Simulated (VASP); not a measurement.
# Si (a cell with a defect) in VASP: further runs

Si (a cell with a defect) is run at these levels: PBE; tasks: single point.

All numbers are computed with VASP 6.6.1; they aren't measurements. Logs are shortened: lines on timing, memory, paths and dates and some standing lists are left out, and cuts for length are marked.

## (1) The cell of the first run

The cell holds a defect, 17 atoms: a = 7.679 Å, b = 7.679 Å, c = 7.679 Å, α = 60.00°, β = 60.00°, γ = 60.00°.

## (2) Single point, PBE

The input, INCAR:

```
SYSTEM = Si
PREC = Accurate
ENCUT = 400
EDIFF = 1E-6
ISMEAR = 0
SIGMA = 0.05
LREAL = .FALSE.
LASPH = .TRUE.
NELM = 120
ALGO = Normal
ISIF = 2
LWAVE = .FALSE.
LCHARG = .FALSE.
GGA = PE
NBANDS = 48
GGA_COMPAT = .FALSE.
```

The input, KPOINTS:

```
Automatic mesh
0
G
  2 2 2
  0 0 0
```

The input, POSCAR:

```
Si
1.0
    0.0000000000      5.4300000000      5.4300000000
    5.4300000000      0.0000000000      5.4300000000
    5.4300000000      5.4300000000      0.0000000000
Si
17
Direct
   -0.0101064457      0.0139202578      0.0053318600
    0.1253952118      0.1194694291      0.1358611418
   -0.0027771639     -0.0027009208      0.5083725599
    0.1036139042      0.1612851750      0.6305030387
   -0.0101061694      0.4910494475      0.0053317680
    0.1435517495      0.6447088398      0.0672259669
    0.0176632597      0.5188466851      0.4448371087
    0.1036137201      0.6047914365      0.6305032228
    0.4968817680     -0.0019651934      0.0072432781
    0.6183128913      0.1194668508      0.1358668508
    0.4961176796     -0.0027023941      0.5083786372
    0.6207964088      0.1219739411      0.6354492634
    0.5127621547      0.4910481584      0.0053365562
    0.6183131676      0.6265479742      0.1358669429
    0.4961175875      0.4983997238      0.5083785451
    0.6601021179      0.6047938306      0.6305035912
    0.2780639042      0.7792495396      0.6636303867
```

Potentials or basis: VASP PAW PBE potentials, release 64 (Si).

On the command line:

```console
$ cat potpaw_PBE.64/Si/POTCAR > POTCAR
$ mpirun -np 1 vasp_std > vasp.out
```

OUTCAR:

```text
SYSTEM = Si
   PREC = Accurate
   ENCUT = 400
   EDIFF = 1E-6
   ISMEAR = 0
   LREAL = .FALSE.
   LASPH = .TRUE.
   NELM = 120
   ISIF = 2
   GGA = PE

 ion  position               nearest neighbor table
   1  0.990  0.014  0.005-   2 2.33  10 2.33   6 2.35   4 2.35
   2  0.125  0.119  0.136-   9 2.33   5 2.33   1 2.33   3 2.34
   3  0.997  0.997  0.508-   2 2.34  12 2.36  17 2.42   4 2.47   8 2.47
   4  0.104  0.161  0.631-   7 2.29   1 2.35  11 2.47   3 2.47  17 2.48
   5  0.990  0.491  0.005-   2 2.33  14 2.33   6 2.35   8 2.35
   6  0.144  0.645  0.067-  13 2.35   1 2.35   5 2.35   7 2.37  17 2.53
   7  0.018  0.519  0.445-  16 2.29   8 2.29   4 2.29   6 2.37
   8  0.104  0.605  0.631-   7 2.29   5 2.35  15 2.47   3 2.47  17 2.48
   9  0.497  0.998  0.007-   2 2.33  10 2.33  14 2.33  12 2.33
  10  0.618  0.119  0.136-   9 2.33   1 2.33  13 2.33  11 2.34
  11  0.496  0.997  0.508-  10 2.34  12 2.36  17 2.42  16 2.47   4 2.47
  12  0.621  0.122  0.635-   9 2.33  11 2.36  15 2.36   3 2.36
  13  0.513  0.491  0.005-  14 2.33  10 2.33   6 2.35  16 2.35
  14  0.618  0.627  0.136-   9 2.33   5 2.33  13 2.33  15 2.34
  15  0.496  0.498  0.508-  14 2.34  12 2.36  17 2.42  16 2.47   8 2.47
  16  0.660  0.605  0.631-   7 2.29  13 2.35  15 2.47  11 2.47  17 2.48
  17  0.278  0.779  0.664-   3 2.42  15 2.42  11 2.42   8 2.48   4 2.48  16 2.48   6 2.53

  LATTYP: Found a face centered cubic cell.
 ALAT       =    10.8600000000

  Lattice vectors:

 A1 = (   0.0000000000,   5.4300000000,   5.4300000000)
 A2 = (   5.4300000000,   0.0000000000,   5.4300000000)
 A3 = (   5.4300000000,   5.4300000000,   0.0000000000)

Analysis of symmetry for initial positions (statically):
=====================================================================
 Subroutine PRICEL returns:
 Original cell was already a primitive cell.

 Routine SETGRP: Setting up the symmetry group for a
 face centered cubic supercell.

 Subroutine GETGRP returns: Found  2 space group operations
 (whereof  1 operations were pure point group operations)
 out of a pool of 48 trial point group operations.

The static configuration has the point symmetry C_1 .
 The point group associated with its full space group is C_1h.

Analysis of symmetry for dynamics (positions and initial velocities):
=====================================================================
 Subroutine PRICEL returns:
 Original cell was already a primitive cell.

 Routine SETGRP: Setting up the symmetry group for a
 face centered cubic supercell.

 Subroutine GETGRP returns: Found  2 space group operations
 (whereof  1 operations were pure point group operations)
 out of a pool of 48 trial point group operations.

The dynamic configuration has the point symmetry C_1 .
 The point group associated with its full space group is C_1h.

 Subroutine INISYM returns: Found  2 space group operations
 (whereof  1 operations are pure point group operations),
 and found     1 'primitive' translations

----------------------------------------------------------------------------------------

                                     Primitive cell

  volume of cell :     320.2060

  direct lattice vectors                    reciprocal lattice vectors
     0.000000000  5.430000000  5.430000000    -0.092081031  0.092081031  0.092081031
     5.430000000  0.000000000  5.430000000     0.092081031 -0.092081031  0.092081031
     5.430000000  5.430000000  0.000000000     0.092081031  0.092081031 -0.092081031

  length of vectors
     7.679179644  7.679179644  7.679179644     0.159489025  0.159489025  0.159489025

  position of ions in fractional coordinates (direct lattice)
     0.989893554  0.013920258  0.005331860
     0.125395212  0.119469429  0.135861142
     0.997222836  0.997299079  0.508372560
     0.103613904  0.161285175  0.630503039
     0.989893831  0.491049448  0.005331768
     0.143551749  0.644708840  0.067225967
[... 9 lines left out ...]
     0.660102118  0.604793831  0.630503591
     0.278063904  0.779249540  0.663630387

  ion indices of the primitive-cell ions
   primitive index   ion index
                 1           1
                 2           2
                 3           3
                 4           4
                 5           5
                 6           6
[... 9 lines left out ...]
                16          16
                17          17

----------------------------------------------------------------------------------------

 KPOINTS: Automatic mesh

Automatic generation of k-mesh.
 Grid dimensions read from file:
 generate k-points for:    2    2    2

 Generating k-lattice:

  Cartesian coordinates                     Fractional coordinates (reciprocal lattice)
    -0.046040516  0.046040516  0.046040516     0.500000000  0.000000000  0.000000000
     0.046040516 -0.046040516  0.046040516     0.000000000  0.500000000  0.000000000
     0.046040516  0.046040516 -0.046040516     0.000000000  0.000000000  0.500000000

  Length of vectors
     0.079744512  0.079744512  0.079744512

  Shift w.r.t. Gamma in fractional coordinates (k-lattice)
     0.000000000  0.000000000  0.000000000

 Subroutine IBZKPT returns following result:
 ===========================================

 Found      6 irreducible k-points:

 Following reciprocal coordinates:
            Coordinates               Weight
  0.000000  0.000000  0.000000      1.000000
  0.500000  0.000000  0.000000      1.000000
  0.000000  0.500000  0.000000      2.000000
  0.000000  0.000000  0.500000      1.000000
  0.500000  0.500000  0.000000      2.000000
  0.500000  0.000000  0.500000      1.000000
   k-points           NKPTS =      6   k-points in BZ     NKDIM =      6   number of bands    NBANDS=     48
   number of dos      NEDOS =    301   number of ions     NIONS =     17
   total plane-waves  NPLWV = 125000
   dimension x,y,z NGX =    50 NGY =   50 NGZ =   50
   dimension x,y,z NGXF=   100 NGYF=  100 NGZF=  100
   ions per type =              17
   NGX,Y,Z   is equivalent  to a cutoff of  10.82, 10.82, 10.82 a.u.
   NGXF,Y,Z  is equivalent  to a cutoff of  21.65, 21.65, 21.65 a.u.
 SYSTEM =  Si
   PREC   = accura    normal or accurate (medium, high low for compatibility)
   ISTART =      0    job   : 0-new  1-cont  2-samecut
   ICHARG =      2    charge: 1-file 2-atom 10-const
   ISPIN  =      1    spin polarized calculation?
   LNONCOLLINEAR =      F non collinear calculations
   LSORBIT =      F    spin-orbit coupling
   LASPH  =      T    aspherical Exc in radial PAW
   ENCUT  =  400.0 eV  29.40 Ry    5.42 a.u.  12.52 12.52 12.52*2*pi/ulx,y,z
   NELM   =    120;   NELMIN=  2; NELMDL= -5     # of ELM steps
   EDIFF  = 0.1E-05   stopping-criterion for ELM
   LREAL  =      F    real-space projection
   EDIFFG = 0.1E-04   stopping-criterion for IOM
   NSW    =      0    number of steps for IOM
   IBRION =     -1    ionic relax: 0-MD 1-quasi-New 2-CG
   NFREE  =      0    steps in history (QN), initial steepest desc. (CG)
   ISIF   =      2    stress and relaxation
   ISYM   =      2    0-nonsym 1-usesym 2-fastsym
   POTIM  = 0.5000    time-step for ionic-motion
   TEBEG  =    0.0;   TEEND  =   0.0 temperature during run
   PSTRESS=    0.0 pullay stress
   NELECT =      68.0000    total number of electrons
   NUPDOWN=      -1.0000    fix difference up-down
   EMIN   =  10.00;   EMAX   =-10.00  energy-range for DOS
   EFERMI =   0.00;   METHOD = LEGACY
   ISMEAR =     0;   SIGMA  =   0.05  broadening in eV -4-tet -1-fermi 0-gaus
   EFERMI_NEDOS =   21; number of points for ismear=-14 and -15
   IALGO  =     38    algorithm
   IMIX   =      4    mixing-type and parameters
     AMIX     =   0.40;   BMIX     =  1.00
     AMIX_MAG =   1.60;   BMIX_MAG =  1.00
  volume/ion in A,a.u.               =      18.84       127.11
  Fermi-wavevector in a.u.,A,eV,Ry     =   0.976715  1.845724 12.979587  0.953973
  Thomas-Fermi vector in A             =   2.107356
   LORBIT       =      0    0 simple, 1 ext, 2 COOP (PROOUT), +10 PAW based schemes
   GGA     = PE    functional components
   LHFCALC =     F    Hartree Fock is set to
   AEXX    =    0.0000 exact exchange contribution
   IVDW    =     0    specifies the selected vdW correction
   LEPSILON=     F    determine dielectric tensor
   LRPA    =     F    only Hartree local field effects (RPA)
 non-spin polarized calculation
 Gauss-broadening in eV      SIGMA  =   0.05
  energy-cutoff  :      400.00
  volume of cell :      320.21
 maximum number of plane-waves:      5817
   NGX = 25   NGY = 25   NGZ = 25

 number of electron      68.0000002 magnetization

 Free energy of the ion-electron system (eV)
  ---------------------------------------------------
  ext. energy  EPLUGINS =         0.00000000
  ---------------------------------------------------
  free energy    TOTEN  =       -87.67520335 eV

  energy without entropy =      -87.66390584  energy(sigma->0) =      -87.66955460

 E-fermi :   6.8477     XC(G=0):  -9.6924

 val. band max:        6.7431740588   @ k =   0.0000   0.0000   0.0000
 cond. band min:       6.8660700605   @ k =   0.5000   0.5000   0.0000
 fundamental gap:      0.1228960016
 Fermi energy:         6.8476677070

 k-point     1 :       0.0000    0.0000    0.0000
  band No.  band energies     occupation
      1      -6.2539      2.00000
      2      -3.8828      2.00000
      3      -3.5892      2.00000
      4      -3.5891      2.00000
      5      -3.4282      2.00000
      6      -2.8128      2.00000
[... 38 lines left out ...]
     45       8.3488      0.00000
     46       8.8995      0.00000

 k-point     2 :       0.5000    0.0000    0.0000
  band No.  band energies     occupation
      1      -5.8035      2.00000
      2      -4.9849      2.00000
      3      -3.6494      2.00000
      4      -3.3744      2.00000
      5      -3.2326      2.00000
      6      -3.0224      2.00000
[... 188 lines left out ...]
 k-point     6 :       0.5000    0.0000    0.5000
  band No.  band energies     occupation
      1      -5.6710      2.00000
      2      -4.7224      2.00000
      3      -4.0342      2.00000
      4      -3.8417      2.00000
      5      -3.8048      2.00000
      6      -3.6653      2.00000
[... 38 lines left out ...]
     45      10.2993      0.00000
     46      10.3691      0.00000
 [bands above 46 left out]

------------------------ aborting loop because EDIFF is reached ----------------------------------------

  FORCE on cell =-STRESS in cart. coord.  units (eV):
  Direction    XX          YY          ZZ          XY          YZ          ZX
  --------------------------------------------------------------------------------------
  -------------------------------------------------------------------------------------
  Total        8.9021340      8.9024159      8.9021340     -0.8555410      0.8555409      0.8551404
  in kB       44.5425653     44.5439755     44.5425653     -4.2807701      4.2807699      4.2787658
  external PRESSURE =      44.5430354 kB  Pullay stress =       0.0000000 kB

 VOLUME and BASIS-vectors are now :
 -----------------------------------------------------------------------------
  energy-cutoff  :      400.00
  volume of cell :      320.21
      direct lattice vectors                 reciprocal lattice vectors
     0.000000000  5.430000000  5.430000000    -0.092081031  0.092081031  0.092081031
     5.430000000  0.000000000  5.430000000     0.092081031 -0.092081031  0.092081031
     5.430000000  5.430000000  0.000000000     0.092081031  0.092081031 -0.092081031

 POSITION                                       TOTAL-FORCE (eV/Angst)
 -----------------------------------------------------------------------------------
      0.10454      5.40407      5.45071        -0.022984     -0.007702      0.007610
      1.38644      1.41862      1.32962         0.022630     -0.023275     -0.022630
      8.17580      8.17538     10.83025         0.023872     -0.026513     -0.023872
      4.29941      3.98625      1.43840        -0.033765      0.003945     -0.003930
      2.69535      5.40408      8.04152        -0.007610     -0.007702      0.022984
      3.86581      1.14452      4.28025         0.002432      0.002306     -0.002432
[... 9 lines left out ...]
      6.70767      7.00799      6.86839         0.004030     -0.033555     -0.004030
      7.83484      5.11340      5.74121        -0.102917     -0.102711      0.102917
 -----------------------------------------------------------------------------------
    total drift:                                0.001938      0.000216      0.001644

  FREE ENERGIE OF THE ION-ELECTRON SYSTEM (eV)
  ---------------------------------------------------
  free  energy   TOTEN  =       -87.6752033527 eV

  energy  without entropy=      -87.6639058413  energy(sigma->0) =      -87.66955460
```

It took 2.2 min on 1 thread of Intel Xeon 6975P-C, shared host; peak memory 0.34 GiB.

Results:

- Free energy: -87.6752 eV
- Pressure: 4.5 GPa
- Largest force: 0.178 eV/Å
- Band gap on the k mesh: zero (band 34 reaches 6.87 eV, above the bottom of band 35 at 6.74 eV)

Forces in eV/Å, atoms in the order of the input:
```
Si  -0.023 -0.008  0.008
Si   0.023 -0.023 -0.023
Si   0.024 -0.027 -0.024
Si  -0.034  0.004 -0.004
Si  -0.008 -0.008  0.023
Si   0.002  0.002 -0.002
Si   0.012  0.012 -0.012
Si   0.004  0.004  0.034
Si   0.062  0.062 -0.062
Si   0.023  0.022  0.023
Si   0.024  0.024  0.027
Si   0.048  0.048 -0.048
Si  -0.008 -0.023  0.008
Si  -0.023  0.022 -0.023
Si  -0.027  0.024 -0.024
Si   0.004 -0.034 -0.004
Si  -0.103 -0.103  0.103
```

Stress tensor (GPa, compression positive):
```
 4.45 -0.43  0.43
-0.43  4.45  0.43
 0.43  0.43  4.45
```

Caveat: the k points lie up to 0.50 Å⁻¹ apart.

(Continued in part 2 of 2.)
